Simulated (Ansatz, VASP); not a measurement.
## CoSi8Ni3: VASP beside Ansatz

```xyz
12
Lattice="3.8368 0.0000 0.0000 0.0000 3.8368 0.0000 0.0000 0.0000 10.7535" Properties=species:S:1:pos:R:3 pbc="T T T"
Co    1.9184    1.9184    5.3767
Si    1.9184    0.0000    9.4006
Si    0.0000    1.9184    1.3528
Si    1.9184    0.0000    4.0641
Si    0.0000    1.9184    6.6893
Si    1.9184    0.0000    1.3528
Si    0.0000    1.9184    4.0641
Si    1.9184    0.0000    6.6893
Si    0.0000    1.9184    9.4006
Ni    0.0000    0.0000    8.0818
Ni    1.9184    1.9184    0.0000
Ni    0.0000    0.0000    2.6716
```

Alike in both runs: task single point; functional PBE; k mesh 10 × 10 × 4; occupations gaussian, width 0.1 eV; no spin polarisation.

|  | VASP | Ansatz |
| --- | --- | --- |
| version | VASP 6.6.1 | Ansatz 0.2.0 |
| potentials or method | VASP PAW PBE potentials, release 64 (Co, Si, Ni), cutoff 520 eV | scalar-relativistic, plane waves, PAW |
| valence electrons in the cell | 71 | 103 |

Ansatz gave:

| Property | Result |
| --- | --- |
| gap on the k mesh at the Fermi level (eV) | none |
| pressure (GPa) | 0.0 |
| rms of the force components (eV/Å) | 0.003 |

**Question.** Which values does VASP return?

**Answer.** gap on the k mesh at the Fermi level (eV): none; pressure (GPa): 0.0; rms of the force components (eV/Å): 0.001.

Atom by atom the forces differ by 0.003 eV/Å (rms over components). A gap of «none» marks a metal or a gap that the smearing closes. The functional is the same, so the differences come from potentials, cutoffs and numerics. VASP's potentials hold 71 valence electrons a cell and Ansatz's 103, so a difference there can come from the potentials and not from the codes.
